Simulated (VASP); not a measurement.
# CrGa3 (Fm-3m) in VASP: relaxation of cell and atoms with PBE

Aim: the relaxation of cell and atoms of CrGa3 with PBE.

Everything below comes from runs of VASP 6.6.1. Logs are shortened: lines on timing, memory, paths and dates and some standing lists are left out, and cuts for length are marked.

### 1 The cell of the first run

The structure is cubic, space group Fm-3m (No. 225). The conventional cell has a = 6.109 Å, b = 6.109 Å, c = 6.109 Å, α = 90.00°, β = 90.00°, γ = 90.00°. Ga (site symmetry -43m) has 10 Ga at 2.65 to 3.05 Å and 4 Cr at 2.65 Å within 3.5 Å. Ga (site symmetry m-3m) has 8 Ga at 2.65 Å and 6 Cr at 3.05 Å within 3.5 Å. Within 3.5 Å of Cr (site symmetry m-3m) lie 14 Ga at 2.65 to 3.05 Å.

### 2 Relaxation of cell and atoms, PBE, collinear spin, ferromagnetic start

INCAR

```
PREC = Accurate
ENCUT = 600
EDIFF = 1E-6
ISMEAR = 0
SIGMA = 0.1
LREAL = F
LASPH = T
NELM = 150
ALGO = Normal
ISIF = 3
LWAVE = F
LCHARG = F
ISPIN = 2
MAGMOM = 0 0 0 3.36
LORBIT = 11
LMAXMIX = 4
GGA = PE
IBRION = 2
NSW = 100
EDIFFG = -0.05
```

KPOINTS

```
Automatic mesh
0
Gamma
  6 6 6
```

POSCAR

```
CrGa3
1.0
    0.0000000000      3.0546592623      3.0546592623
    3.0546592623      0.0000000000      3.0546592623
    3.0546592623      3.0546592623      0.0000000000
Ga Cr
3 1
Direct
    0.2500000000      0.2500000000      0.2500000000
    0.7500000000      0.7500000000      0.7500000000
    0.5000000000      0.5000000000      0.5000000000
    0.0000000000      0.0000000000      0.0000000000
```

Potentials or basis: VASP PAW PBE potentials, release 64 (Ga_d, Cr_pv).

Started as:

```bash
> cat potpaw_PBE.64/Ga_d/POTCAR potpaw_PBE.64/Cr_pv/POTCAR > POTCAR
> mpirun -np 1 vasp_std > vasp.out
```

OUTCAR:

```text
PREC = Accurate
   ENCUT = 600
   EDIFF = 1E-6
   ISMEAR = 0
   LREAL = F
   LASPH = T
   NELM = 150
   ISIF = 3
   ISPIN = 2
   LORBIT = 11
   GGA = PE
   IBRION = 2
   NSW = 100
   EDIFFG = -0.05

 ion  position               nearest neighbor table
   1  0.250  0.250  0.250-   3 2.65   4 2.65   4 2.65   4 2.65   4 2.65   3 2.65   3 2.65   3 2.65

   2  0.750  0.750  0.750-   3 2.65   4 2.65   3 2.65   3 2.65   3 2.65   4 2.65   4 2.65   4 2.65

   3  0.500  0.500  0.500-   1 2.65   2 2.65   1 2.65   1 2.65   1 2.65   2 2.65   2 2.65   2 2.65

   4  0.000  0.000  0.000-   1 2.65   2 2.65   2 2.65   2 2.65   2 2.65   1 2.65   1 2.65   1 2.65

  LATTYP: Found a face centered cubic cell.
 ALAT       =     6.1093185246

  Lattice vectors:

 A1 = (   0.0000000000,   3.0546592623,   3.0546592623)
 A2 = (   3.0546592623,   0.0000000000,   3.0546592623)
 A3 = (   3.0546592623,   3.0546592623,   0.0000000000)

Analysis of symmetry for initial positions (statically):
=====================================================================
 Subroutine PRICEL returns:
 Original cell was already a primitive cell.

 Routine SETGRP: Setting up the symmetry group for a
 face centered cubic supercell.

 Subroutine GETGRP returns: Found 48 space group operations
 (whereof 48 operations were pure point group operations)
 out of a pool of 48 trial point group operations.

The static configuration has the point symmetry O_h .

Analysis of symmetry for dynamics (positions and initial velocities):
=====================================================================
 Subroutine PRICEL returns:
 Original cell was already a primitive cell.

 Routine SETGRP: Setting up the symmetry group for a
 face centered cubic supercell.

 Subroutine GETGRP returns: Found 48 space group operations
 (whereof 48 operations were pure point group operations)
 out of a pool of 48 trial point group operations.

The dynamic configuration has the point symmetry O_h .

Analysis of structural, dynamic, and magnetic symmetry:
=====================================================================
 Subroutine PRICEL returns:
 Original cell was already a primitive cell.

 Routine SETGRP: Setting up the symmetry group for a
 face centered cubic supercell.

 Subroutine GETGRP returns: Found 48 space group operations
 (whereof 48 operations were pure point group operations)
 out of a pool of 48 trial point group operations.

The overall configuration has the point symmetry O_h .

 Subroutine INISYM returns: Found 48 space group operations
 (whereof 48 operations are pure point group operations),
 and found     1 'primitive' translations

----------------------------------------------------------------------------------------

                                     Primitive cell

  volume of cell :      57.0057

  direct lattice vectors                    reciprocal lattice vectors
     0.000000000  3.054659262  3.054659262    -0.163684378  0.163684378  0.163684378
     3.054659262  0.000000000  3.054659262     0.163684378 -0.163684378  0.163684378
     3.054659262  3.054659262  0.000000000     0.163684378  0.163684378 -0.163684378

  length of vectors
     4.319940557  4.319940557  4.319940557     0.283509658  0.283509658  0.283509658

  position of ions in fractional coordinates (direct lattice)
     0.250000000  0.250000000  0.250000000
     0.750000000  0.750000000  0.750000000
     0.500000000  0.500000000  0.500000000
     0.000000000  0.000000000  0.000000000

  ion indices of the primitive-cell ions
   primitive index   ion index
                 1           1
                 2           2
                 3           3
                 4           4

----------------------------------------------------------------------------------------

 KPOINTS: Automatic mesh

Automatic generation of k-mesh.
 Grid dimensions read from file:
 generate k-points for:    6    6    6

 Generating k-lattice:

  Cartesian coordinates                     Fractional coordinates (reciprocal lattice)
    -0.027280730  0.027280730  0.027280730     0.166666667  0.000000000  0.000000000
     0.027280730 -0.027280730  0.027280730     0.000000000  0.166666667  0.000000000
     0.027280730  0.027280730 -0.027280730     0.000000000  0.000000000  0.166666667

  Length of vectors
     0.047251610  0.047251610  0.047251610

  Shift w.r.t. Gamma in fractional coordinates (k-lattice)
     0.000000000  0.000000000  0.000000000

 Subroutine IBZKPT returns following result:
 ===========================================

 Found     16 irreducible k-points:

 Following reciprocal coordinates:
            Coordinates               Weight
  0.000000  0.000000  0.000000      1.000000
  0.166667  0.000000  0.000000      8.000000
  0.333333  0.000000  0.000000      8.000000
  0.500000  0.000000  0.000000      4.000000
  0.166667  0.166667  0.000000      6.000000
  0.333333  0.166667  0.000000     24.000000
[... 8 lines left out ...]
 -0.333333  0.333333  0.166667     24.000000
 -0.333333  0.500000  0.166667     12.000000
   k-points           NKPTS =     16   k-points in BZ     NKDIM =     16   number of bands    NBANDS=     32
   number of dos      NEDOS =    301   number of ions     NIONS =      4
   total plane-waves  NPLWV =  46656
   dimension x,y,z NGX =    36 NGY =   36 NGZ =   36
   dimension x,y,z NGXF=    72 NGYF=   72 NGZF=   72
   ions per type =               3   1
   NGX,Y,Z   is equivalent  to a cutoff of  13.85, 13.85, 13.85 a.u.
   NGXF,Y,Z  is equivalent  to a cutoff of  27.71, 27.71, 27.71 a.u.
 SYSTEM =  unknown system
   PREC   = accura    normal or accurate (medium, high low for compatibility)
   ISTART =      0    job   : 0-new  1-cont  2-samecut
   ICHARG =      2    charge: 1-file 2-atom 10-const
   ISPIN  =      2    spin polarized calculation?
   LNONCOLLINEAR =      F non collinear calculations
   LSORBIT =      F    spin-orbit coupling
   LASPH  =      T    aspherical Exc in radial PAW
   ENCUT  =  600.0 eV  44.10 Ry    6.64 a.u.   8.63  8.63  8.63*2*pi/ulx,y,z
   NELM   =    150;   NELMIN=  2; NELMDL= -5     # of ELM steps
   EDIFF  = 0.1E-05   stopping-criterion for ELM
   LREAL  =      F    real-space projection
   EDIFFG = -.5E-01   stopping-criterion for IOM
   NSW    =    100    number of steps for IOM
   IBRION =      2    ionic relax: 0-MD 1-quasi-New 2-CG
   NFREE  =      1    steps in history (QN), initial steepest desc. (CG)
   ISIF   =      3    stress and relaxation
   ISYM   =      2    0-nonsym 1-usesym 2-fastsym
   POTIM  = 0.5000    time-step for ionic-motion
   TEBEG  =    0.0;   TEEND  =   0.0 temperature during run
   PSTRESS=    0.0 pullay stress
   NELECT =      51.0000    total number of electrons
   NUPDOWN=      -1.0000    fix difference up-down
   EMIN   =  10.00;   EMAX   =-10.00  energy-range for DOS
   EFERMI =   0.00;   METHOD = LEGACY
   ISMEAR =     0;   SIGMA  =   0.10  broadening in eV -4-tet -1-fermi 0-gaus
   EFERMI_NEDOS =   21; number of points for ismear=-14 and -15
   IALGO  =     38    algorithm
   IMIX   =      4    mixing-type and parameters
     AMIX     =   0.40;   BMIX     =  1.00
     AMIX_MAG =   1.60;   BMIX_MAG =  1.00
  volume/ion in A,a.u.               =      14.25        96.17
  Fermi-wavevector in a.u.,A,eV,Ry     =   1.577462  2.980970 33.856533  2.488385
  Thomas-Fermi vector in A             =   2.678140
   LORBIT       =     11    0 simple, 1 ext, 2 COOP (PROOUT), +10 PAW based schemes
   GGA     = PE    functional components
   LHFCALC =     F    Hartree Fock is set to
   AEXX    =    0.0000 exact exchange contribution
   IVDW    =     0    specifies the selected vdW correction
   LEPSILON=     F    determine dielectric tensor
   LRPA    =     F    only Hartree local field effects (RPA)
 conjugate gradient relaxation of ions
 spin polarized calculation
 Gauss-broadening in eV      SIGMA  =   0.10
  energy-cutoff  :      600.00
  volume of cell :       57.01
 maximum number of plane-waves:      1932
 NGX is ok and might be reduce to    36
   NGX = 17   NGY = 17   NGZ = 17

--------------------------------------- Ionic step        1  -------------------------------------------

 number of electron      51.0000019 magnetization       3.5947340

 Free energy of the ion-electron system (eV)
  ---------------------------------------------------
  ext. energy  EPLUGINS =         0.00000000
  ---------------------------------------------------
  free energy    TOTEN  =       -16.77272128 eV

  energy without entropy =      -16.75881381  energy(sigma->0) =      -16.76576755

------------------------ aborting loop because EDIFF is reached ----------------------------------------

  FORCE on cell =-STRESS in cart. coord.  units (eV):
  Direction    XX          YY          ZZ          XY          YZ          ZX
  --------------------------------------------------------------------------------------
  -------------------------------------------------------------------------------------
  Total        6.0736170      6.0736170      6.0736170     -0.0000000     -0.0000000      0.0000000
  in kB      170.7024175    170.7024175    170.7024175     -0.0000000     -0.0000000      0.0000000
  external PRESSURE =     170.7024175 kB  Pullay stress =       0.0000000 kB
[... 61 lines left out ...]
  energy  without entropy=      -17.2983408101  energy(sigma->0) =      -17.30466918

--------------------------------------- Ionic step        3  -------------------------------------------

 number of electron      50.9999975 magnetization       4.1225923

 Free energy of the ion-electron system (eV)
  ---------------------------------------------------
  ext. energy  EPLUGINS =         0.00000000
  ---------------------------------------------------
  free energy    TOTEN  =       -17.31629787 eV

  energy without entropy =      -17.30412734  energy(sigma->0) =      -17.31021261

 E-fermi :   6.7263     XC(G=0): -11.4170

 val. band max:        6.7033916057   @ k =  -0.1667   0.1667   0.0000
 cond. band min:       6.7330307934   @ k =  -0.3333   0.1667   0.0000
 fundamental gap:      0.0296391877
 Fermi energy:         6.7262880160

 spin component 1

 k-point     1 :       0.0000    0.0000    0.0000
  band No.  band energies     occupation
      1     -37.4955      1.00000
      2     -37.4955      1.00000
      3     -37.4955      1.00000
      4      -8.5210      1.00000
      5      -8.5210      1.00000
      6      -8.4907      1.00000
[... 549 lines left out ...]
     31      10.8156      0.00000
     32      12.9799      0.00000
 Fermi energy:         6.7262880160

 spin component 2

 k-point     1 :       0.0000    0.0000    0.0000
  band No.  band energies     occupation
      1     -33.9642      1.00000
      2     -33.9642      1.00000
      3     -33.9642      1.00000
      4      -8.5065      1.00000
      5      -8.5065      1.00000
      6      -8.4817      1.00000
[... 580 lines left out ...]
  FREE ENERGIE OF THE ION-ELECTRON SYSTEM (eV)
  ---------------------------------------------------
  free  energy   TOTEN  =       -17.3162978727 eV

  energy  without entropy=      -17.3041273416  energy(sigma->0) =      -17.31021261

 reached required accuracy - stopping structural energy minimisation

 total charge

# of ion       s       p       d       tot
------------------------------------------
    1        0.984   0.643   9.963  11.590
    2        0.984   0.643   9.963  11.590
    3        0.986   0.589   9.976  11.551
    4        0.262   6.150   4.151  10.564
--------------------------------------------------
tot          3.216   8.027  34.053  45.296

 magnetization (x)

# of ion       s       p       d       tot
------------------------------------------
    1       -0.004  -0.000   0.017   0.012
    2       -0.004  -0.000   0.017   0.012
    3        0.058  -0.033   0.006   0.031
    4        0.066   0.056   3.482   3.604
--------------------------------------------------
tot          0.115   0.022   3.522   3.660
```

It took 8.5 min on 1 thread of Intel Xeon Platinum 8259CL at 2.50GHz (Skylake/Cascade Lake), shared host; peak memory 0.27 GiB.

What came out:

```
Free energy                                           : -17.3163 eV
Relaxed volume                                        : 17.25 Å³/atom
Relaxed cell                                          : a = 4.604 Å, b = 4.604 Å, c = 4.604 Å, α = 60.00°, β = 60.00°, γ = 60.00°
Space group after relaxing (to 0.1 Å)                 : Fm-3m (No. 225)
Energy gained by relaxing                             : 135.9 meV/atom
Ionic steps                                           : 3
Pressure after relaxing                               : 0.0 GPa
Net moment                                            : 4.12 μB per cell
Site moments                                          : Ga +0.01, +0.03 (each value once); Cr +3.60 μB
Valence electrons inside the program's atomic spheres : Ga 11.59, 11.55 (each value once); Cr 10.56
```

The path:
```csv
step,energy change (eV),largest force (eV/Å),pressure (GPa),volume (Å³)
1,0.0000,0.0000,17.07,57.01
2,-0.5383,0.0000,-1.10,70.47
3,-0.5436,0.0000,-0.03,68.99
```

Final structure:
```
Ga Cr
1.0
     0.00000    3.25533    3.25533
     3.25533    0.00000    3.25533
     3.25533    3.25533    0.00000
Ga Cr
3 1
Direct
  0.25000 0.25000 0.25000
  0.75000 0.75000 0.75000
  0.50000 0.50000 0.50000
  0.00000 0.00000 0.00000
```

Caveat: the volume moved by over 15 % at a fixed basis, so the end points are rough.
